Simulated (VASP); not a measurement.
## Yb: electric field gradients with PBE

The system is Yb.

```
CELL_PARAMETERS angstrom
0.00000 2.70603 2.70603
2.70603 0.00000 2.70603
2.70603 2.70603 0.00000
ATOMIC_POSITIONS crystal
Yb 0.00000 0.00000 0.00000
```

| Quantity | Value |
| --- | --- |
| Program | VASP 6.6.1 |
| Task | electric field gradients |
| Functional | PBE |
| Potentials or basis | VASP PAW PBE potentials, release 64 (Yb) |
| Cutoff | 520 eV |
| k mesh | 12 × 12 × 12 |
| Occupations | fermi-dirac, width 0.05 eV |
| Spin | no spin polarisation |
| Dipole correction | no |
| Further INCAR settings | ALGO = Normal; EDIFF = 1e-08; NBANDS = 18 |

```yaml
Pressure: -2.0 GPa
Band_gap_on_the_k_mesh: zero (bands 12 and 13 overlap by 0.03 eV)
Largest_electric_field_gradient_by_atom: under 0.05 V/Å² on every atom
```

Levels at points of the mesh, in eV from the Fermi level:
```csv
k point,band 10,band 11,band 12,band 13,band 14,band 15
"(0.00, 0.00, 0.00)",-0.29,-0.29,-0.29,2.76,2.76,2.76
"(0.50, 0.00, 0.00)",-0.30,-0.30,-0.29,0.18,2.56,2.56
"(0.50, 0.50, 0.00)",-0.32,-0.31,-0.31,0.22,1.40,6.08
```

It took 2.7 min on 1 thread of Intel Xeon 8259CL, on a shared host, peak memory 0.21 GiB.

Caveat: spin-orbit coupling is left out, which moves the levels of the heavy elements. Spin polarisation is off, so any magnetic state and its effect on volume and gap are missing.
